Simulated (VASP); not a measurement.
# GaN (P6_3mc) in VASP: notebook, part 3 of 3

VASP 6.6.1. The steps go on from the part before.

### 5 Single point, PBE (strained)

The input, INCAR:

```
SYSTEM = GaN
PREC     = Accurate       ! precision mode
ENCUT    = 520            ! plane-wave cutoff, eV
EDIFF    = 1E-6           ! SCF threshold, eV
ISMEAR   = 0              ! smearing method
SIGMA    = 0.02           ! smearing width, eV
LREAL    = .FALSE.        ! projectors in reciprocal space
LASPH    = .TRUE.         ! aspherical terms in the spheres
NELM     = 80             ! most SCF steps
ALGO     = Normal         ! electronic algorithm
ISIF     = 2              ! what is computed and relaxed
LWAVE    = .FALSE.        ! write WAVECAR
LCHARG   = .FALSE.        ! write CHGCAR
GGA      = PE             ! functional
NBANDS   = 26             ! bands
```

The input, KPOINTS:

```
Automatic mesh
0
G
  12 12 6
  0 0 0
```

The input, POSCAR:

```
GaN
1.0
    3.3532460420      0.0000000000      0.0000000000
   -1.6766230210      2.9039962575      0.0000000000
    0.0000000000      0.0000000000      5.1374836800
Ga N
2 2
Direct
    0.3333333333      0.6666666667     -0.0483933411
    0.6666666667      0.3333333333      0.4516066589
    0.3333333333      0.6666666667      0.4233933411
    0.6666666667      0.3333333333      0.9233933411
```

Potentials or basis: VASP PAW PBE potentials, release 64 (Ga_d, N).

On the command line:

```bash
$ cat potpaw_PBE.64/Ga_d/POTCAR potpaw_PBE.64/N/POTCAR > POTCAR
$ mpirun -np 1 vasp_std > vasp.out
```

OUTCAR:

```text
SYSTEM = GaN
   PREC = Accurate
   ENCUT = 520
   EDIFF = 1E-6
   ISMEAR = 0
   LREAL = .FALSE.
   LASPH = .TRUE.
   NELM = 80
   ISIF = 2
   GGA = PE

 ion  position               nearest neighbor table
   1  0.333  0.667  0.952-   4 1.94   4 1.94   4 1.94
   2  0.667  0.333  0.452-   3 1.94   3 1.94   3 1.94
   3  0.333  0.667  0.423-   2 1.94   2 1.94   2 1.94
   4  0.667  0.333  0.923-   1 1.94   1 1.94   1 1.94

  LATTYP: Found a hexagonal cell.
 ALAT       =     3.3532460420
 C/A-ratio  =     1.5320926695

  Lattice vectors:

 A1 = (   3.3532460420,   0.0000000000,   0.0000000000)
 A2 = (  -1.6766230210,   2.9039962575,   0.0000000000)
 A3 = (   0.0000000000,   0.0000000000,   5.1374836800)

Analysis of symmetry for initial positions (statically):
=====================================================================
 Subroutine PRICEL returns:
 Original cell was already a primitive cell.

 Routine SETGRP: Setting up the symmetry group for a
 hexagonal supercell.

 Subroutine GETGRP returns: Found 12 space group operations
 (whereof  6 operations were pure point group operations)
 out of a pool of 24 trial point group operations.

The static configuration has the point symmetry C_3v.
 The point group associated with its full space group is C_6v.

Analysis of symmetry for dynamics (positions and initial velocities):
=====================================================================
 Subroutine PRICEL returns:
 Original cell was already a primitive cell.

 Routine SETGRP: Setting up the symmetry group for a
 hexagonal supercell.

 Subroutine GETGRP returns: Found 12 space group operations
 (whereof  6 operations were pure point group operations)
 out of a pool of 24 trial point group operations.

The dynamic configuration has the point symmetry C_3v.
 The point group associated with its full space group is C_6v.

 Subroutine INISYM returns: Found 12 space group operations
 (whereof  6 operations are pure point group operations),
 and found     1 'primitive' translations

----------------------------------------------------------------------------------------

                                     Primitive cell

  volume of cell :      50.0279

  direct lattice vectors                    reciprocal lattice vectors
     3.353246042  0.000000000  0.000000000     0.298218499  0.172176530  0.000000000
    -1.676623021  2.903996257  0.000000000     0.000000000  0.344353061  0.000000000
     0.000000000  0.000000000  5.137483680     0.000000000  0.000000000  0.194647820

  length of vectors
     3.353246042  3.353246042  5.137483680     0.344353061  0.344353061  0.194647820

  position of ions in fractional coordinates (direct lattice)
     0.333333333  0.666666667  0.951606659
     0.666666667  0.333333333  0.451606659
     0.333333333  0.666666667  0.423393341
     0.666666667  0.333333333  0.923393341

  ion indices of the primitive-cell ions
   primitive index   ion index
                 1           1
                 2           2
                 3           3
                 4           4

----------------------------------------------------------------------------------------

 KPOINTS: Automatic mesh

Automatic generation of k-mesh.
 Grid dimensions read from file:
 generate k-points for:   12   12    6

 Generating k-lattice:

  Cartesian coordinates                     Fractional coordinates (reciprocal lattice)
     0.024851542  0.014348044  0.000000000     0.083333333  0.000000000  0.000000000
     0.000000000  0.028696088  0.000000000     0.000000000  0.083333333  0.000000000
     0.000000000  0.000000000  0.032441303     0.000000000  0.000000000  0.166666667

  Length of vectors
     0.028696088  0.028696088  0.032441303

  Shift w.r.t. Gamma in fractional coordinates (k-lattice)
     0.000000000  0.000000000  0.000000000

 Subroutine IBZKPT returns following result:
 ===========================================

 Found     76 irreducible k-points:

 Following reciprocal coordinates:
            Coordinates               Weight
  0.000000  0.000000  0.000000      1.000000
  0.083333  0.000000  0.000000      6.000000
  0.166667  0.000000  0.000000      6.000000
  0.250000 -0.000000  0.000000      6.000000
  0.333333  0.000000  0.000000      6.000000
  0.416667  0.000000  0.000000      6.000000
[... 16 lines left out ...]
  0.250000 -0.000000  0.166667     12.000000
  0.333333  0.000000  0.166667     12.000000
 [... further k-points ...]
   k-points           NKPTS =     76   k-points in BZ     NKDIM =     76   number of bands    NBANDS=     26
   number of dos      NEDOS =    301   number of ions     NIONS =      4
   total plane-waves  NPLWV =  31360
   dimension x,y,z NGX =    28 NGY =   28 NGZ =   40
   dimension x,y,z NGXF=    56 NGYF=   56 NGZF=   80
   ions per type =               2   2
   NGX,Y,Z   is equivalent  to a cutoff of  13.88, 13.88, 12.94 a.u.
   NGXF,Y,Z  is equivalent  to a cutoff of  27.76, 27.76, 25.89 a.u.
 SYSTEM =  GaN
   PREC   = accura    normal or accurate (medium, high low for compatibility)
   ISTART =      0    job   : 0-new  1-cont  2-samecut
   ICHARG =      2    charge: 1-file 2-atom 10-const
   ISPIN  =      1    spin polarized calculation?
   LNONCOLLINEAR =      F non collinear calculations
   LSORBIT =      F    spin-orbit coupling
   LASPH  =      T    aspherical Exc in radial PAW
   ENCUT  =  520.0 eV  38.22 Ry    6.18 a.u.   6.23  6.23  9.55*2*pi/ulx,y,z
   NELM   =     80;   NELMIN=  2; NELMDL= -5     # of ELM steps
   EDIFF  = 0.1E-05   stopping-criterion for ELM
   LREAL  =      F    real-space projection
   EDIFFG = 0.1E-04   stopping-criterion for IOM
   NSW    =      0    number of steps for IOM
   IBRION =     -1    ionic relax: 0-MD 1-quasi-New 2-CG
   NFREE  =      0    steps in history (QN), initial steepest desc. (CG)
   ISIF   =      2    stress and relaxation
   ISYM   =      2    0-nonsym 1-usesym 2-fastsym
   POTIM  = 0.5000    time-step for ionic-motion
   TEBEG  =    0.0;   TEEND  =   0.0 temperature during run
   PSTRESS=    0.0 pullay stress
   NELECT =      36.0000    total number of electrons
   NUPDOWN=      -1.0000    fix difference up-down
   EMIN   =  10.00;   EMAX   =-10.00  energy-range for DOS
   EFERMI =   0.00;   METHOD = LEGACY
   ISMEAR =     0;   SIGMA  =   0.02  broadening in eV -4-tet -1-fermi 0-gaus
   EFERMI_NEDOS =   21; number of points for ismear=-14 and -15
   IALGO  =     38    algorithm
   IMIX   =      4    mixing-type and parameters
     AMIX     =   0.40;   BMIX     =  1.00
     AMIX_MAG =   1.60;   BMIX_MAG =  1.00
  volume/ion in A,a.u.               =      12.51        84.40
  Fermi-wavevector in a.u.,A,eV,Ry     =   1.467028  2.772281 29.282060  2.152171
  Thomas-Fermi vector in A             =   2.582695
   LORBIT       =      0    0 simple, 1 ext, 2 COOP (PROOUT), +10 PAW based schemes
   GGA     = PE    functional components
   LHFCALC =     F    Hartree Fock is set to
   AEXX    =    0.0000 exact exchange contribution
   IVDW    =     0    specifies the selected vdW correction
   LEPSILON=     F    determine dielectric tensor
   LRPA    =     F    only Hartree local field effects (RPA)
 non-spin polarized calculation
 Gauss-broadening in eV      SIGMA  =   0.02
  energy-cutoff  :      520.00
  volume of cell :       50.03
 maximum number of plane-waves:      1364
 NGX is ok and might be reduce to    28
   NGX = 13   NGY = 13   NGZ = 19

 number of electron      36.0000011 magnetization

 Free energy of the ion-electron system (eV)
  ---------------------------------------------------
  ext. energy  EPLUGINS =         0.00000000
  ---------------------------------------------------
  free energy    TOTEN  =       -23.42362980 eV

  energy without entropy =      -23.42362980  energy(sigma->0) =      -23.42362980

 E-fermi :   5.1462     XC(G=0): -11.2067

 val. band max:        4.9878396629   @ k =   0.0000   0.0000   0.0000
 cond. band min:       5.7607475276   @ k =   0.0000   0.0000   0.0000
 fundamental gap:      0.7729078647
 Fermi energy:         5.1462159057

 k-point     1 :       0.0000    0.0000    0.0000
  band No.  band energies     occupation
      1     -11.0171      2.00000
      2     -10.4947      2.00000
      3      -9.1621      2.00000
      4      -9.1621      2.00000
      5      -9.1511      2.00000
      6      -9.1511      2.00000
[... 685 lines left out ...]
     25      16.2805      0.00000
     26      16.7850      0.00000

 [... further k-points ...]

------------------------ aborting loop because EDIFF is reached ----------------------------------------

  FORCE on cell =-STRESS in cart. coord.  units (eV):
  Direction    XX          YY          ZZ          XY          YZ          ZX
  --------------------------------------------------------------------------------------
  -------------------------------------------------------------------------------------
  Total       -2.7035256     -2.7035256     -1.6608588      0.0000000      0.0000000      0.0000000
  in kB      -86.5823059    -86.5823059    -53.1901675      0.0000000      0.0000000      0.0000000
  external PRESSURE =     -75.4515931 kB  Pullay stress =       0.0000000 kB

 VOLUME and BASIS-vectors are now :
 -----------------------------------------------------------------------------
  energy-cutoff  :      520.00
  volume of cell :       50.03
      direct lattice vectors                 reciprocal lattice vectors
     3.353246042  0.000000000  0.000000000     0.298218499  0.172176530  0.000000000
    -1.676623021  2.903996257  0.000000000     0.000000000  0.344353061  0.000000000
     0.000000000  0.000000000  5.137483680     0.000000000  0.000000000  0.194647820

 POSITION                                       TOTAL-FORCE (eV/Angst)
 -----------------------------------------------------------------------------------
     -0.00000      1.93600      4.88886         0.000000     -0.000000      0.640232
      1.67662      0.96800      2.32012        -0.000000      0.000000      0.640232
     -0.00000      1.93600      2.17518         0.000000     -0.000000     -0.640232
      1.67662      0.96800      4.74392        -0.000000      0.000000     -0.640232
 -----------------------------------------------------------------------------------
    total drift:                               -0.000001     -0.000001     -0.000407

  FREE ENERGIE OF THE ION-ELECTRON SYSTEM (eV)
  ---------------------------------------------------
  free  energy   TOTEN  =       -23.4236297996 eV

  energy  without entropy=      -23.4236297996  energy(sigma->0) =      -23.42362980
```

Wall time 51 s (1 thread of Intel Xeon 6975P-C (Granite Rapids), shared host); peak memory 0.22 GiB.

What came out:

```yaml
Free_energy: -23.4236 eV
Pressure: -7.5 GPa
Largest_force: 0.640 eV/Å
Band_gap_on_the_k_mesh: 0.77 eV, direct
```

Forces in eV/Å, atoms in the order of the input:
```
Ga   0.000  0.000  0.640
Ga   0.000  0.000  0.640
N    0.000  0.000 -0.640
N    0.000  0.000 -0.640
```

Caveat: the cell differs from its parent crystal (strained).

### 6 Single point, PBE (strained)

The input, INCAR:

```
SYSTEM = GaN
ALGO = Normal
EDIFF = 1E-6
ENCUT = 520
GGA = PE
ISIF = 2
ISMEAR = 0
LASPH = .True.
LCHARG = .True.
LELF = .True.
LREAL = .False.
LVHAR = .True.
LWAVE = .False.
NBANDS = 26
NELM = 80
PREC = Accurate
SIGMA = 0.02
```

The input, KPOINTS:

```
k-points
0
Gamma
  12 12 6
  0 0 0
```

The input, POSCAR:

```
GaN
1.0
    3.3141638462      0.0000000000      0.0000000000
   -1.6570819231      2.8701500831      0.0000000000
    0.0000000000      0.0000000000      5.3064635400
Ga N
2 2
Direct
    0.3333333333      0.6666666667     -0.0116144019
    0.6666666667      0.3333333333      0.4883855981
    0.3333333333      0.6666666667      0.3866144019
    0.6666666667      0.3333333333      0.8866144019
```

Potentials or basis: VASP PAW PBE potentials, release 64 (Ga_d, N).

On the command line:

```bash
$ cat potpaw_PBE.64/Ga_d/POTCAR potpaw_PBE.64/N/POTCAR > POTCAR
$ mpirun -np 1 vasp_std > vasp.out
```

Wall time 52 s (1 thread of Intel Xeon 6975P-C (Granite Rapids), shared host); peak memory 0.22 GiB.

The run converged. Its results:

| Quantity | Value |
| --- | --- |
| Free energy | -24.1280 eV |
| Pressure | -9.8 GPa |
| Largest force | 0.685 eV/Å |
| Band gap on the k mesh | 1.06 eV, direct |

Forces on the atoms (eV/Å):
```
Ga   0.000  0.000  0.685
Ga   0.000  0.000  0.685
N    0.000  0.000 -0.685
N    0.000  0.000 -0.685
```

Stress tensor (GPa, compression positive):
```
-9.94  0.00  0.00
 0.00 -9.94  0.00
 0.00  0.00 -9.52
```

Levels at points of the mesh, in eV from the valence-band top:
```tsv
k point	band 14	band 15	band 16	band 17	band 18	band 19	band 20	band 21	band 22	band 23
(0.00, 0.00, 0.00)	-1.24	-1.24	-0.36	-0.36	0.00	1.06	3.01	8.53	8.97	8.97
(0.50, 0.00, 0.00)	-5.36	-3.70	-2.79	-1.83	-1.34	4.32	4.66	5.85	7.63	9.29
(0.00, 0.00, 0.50)	-3.59	-0.81	-0.81	-0.81	-0.81	3.30	3.30	7.64	7.64	9.44
(0.50, 0.00, 0.50)	-6.41	-2.12	-2.12	-1.63	-1.63	3.96	3.96	6.70	6.70	9.07
```

Caveat: the cell differs from its parent crystal (strained).

### 7 Summary

| cell | gap on the mesh (eV) | pressure (GPa) | largest force (eV/Å) |
| --- | --- | --- | --- |
| a = 3.180, b = 3.180, c = 5.166 Å, angles 90.0, 90.0, 120.0°, 4 atoms | 1.97 | 7.4 | 0.13 |
| a = 3.301, b = 3.301, c = 5.053 Å, angles 90.0, 90.0, 120.0°, 4 atoms | 1.19 | -2.1 | 1.13 |
| a = 3.299, b = 3.299, c = 5.049 Å, angles 90.0, 90.0, 120.0°, 4 atoms | 1.61 | 4.3 | 3.18 |
| a = 3.353, b = 3.353, c = 5.137 Å, angles 90.0, 90.0, 120.0°, 4 atoms | 0.77 | -7.5 | 0.64 |
| a = 3.314, b = 3.314, c = 5.306 Å, angles 90.0, 90.0, 120.0°, 4 atoms | 1.06 | -9.8 | 0.68 |

Alike in all rows: task single point; level PBE; potentials or basis VASP PAW PBE potentials, release 64 (Ga_d, N); no spin polarisation; k mesh 12 × 12 × 6; cutoff (eV) 520; smearing gaussian 0.02 eV.

Caveats: forces of over 1 eV/Å act on the atoms, so gaps and moduli don't describe the material at rest (some runs).

Absolute energies hang on the potentials; compare differences alone.
